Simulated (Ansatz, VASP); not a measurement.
Mo in VASP and in Ansatz

The input INCAR:

```
SYSTEM = Mo
ALGO = Normal ; EDIFF = 1E-7
ENCUT = 520 ; GGA = PS
ISIF = 2 ; ISMEAR = 1
IVDW = 12 ; LASPH = .True.
LCHARG = .True. ; LELF = .True.
LREAL = .False. ; LVHAR = .True.
LWAVE = .False. ; NBANDS = 13
NELM = 100 ; PREC = Accurate
SIGMA = 0.05
```

Contents of KPOINTS:

```
k-points
0
Gamma
  12 12 11
  0 0 0
```

File POSCAR:

```
Mo
1.0
    2.7536264882      0.0000000000      0.0000000000
   -1.3768132441      2.3847103380      0.0000000000
    0.0000000000      0.0000000000      2.5721032216
Mo
1
Direct
    0.0000000000      0.0000000000      0.5000000000
```

Input for Ansatz:

```yaml
crystal:
  lattice:
    - [2.753626488228785, 0.0, 0.0]
    - [-1.3768132441143925, 2.3847103380248087, 0.0]
    - [0.0, 0.0, 2.572103221636519]
  atoms:
    - { symbol: Mo, position: [0.0, 0.0, 0.5] }
basis:
  ecutwfc: 500.0
kpoints:
  mp_grid:
    grid: [12, 12, 11]
hamiltonian:
  xc: pbesol
  dispersion: d3bj
  pseudopotentials:
    kind: paw
scf:
  occupations:
    method: cold
    width: 0.05
output:
  stress: true
```

Alike in both runs: task single point; functional PBEsol; dispersion D3(BJ); k mesh 12 × 12 × 11; no spin polarisation.

|  | VASP | Ansatz |
| --- | --- | --- |
| version | VASP 6.6.1 | Ansatz 0.2.0 |
| potentials or method | VASP PAW PBE potentials, release 64 (Mo_sv), cutoff 520 eV | plane waves, PAW |
| occupations | methfessel-paxton of order 1, width 0.05 eV | cold, width 0.05 eV |
| valence electrons in the cell | 14 | 14 |

```tsv
	VASP	Ansatz	Ansatz less VASP
pressure (GPa)	-14.5	-15.0	-0.47
traceless stress, the component that is largest in VASP (GPa)	-5.59	-5.76	-0.167
```

VASP's potentials were made for PBE, not for PBEsol.
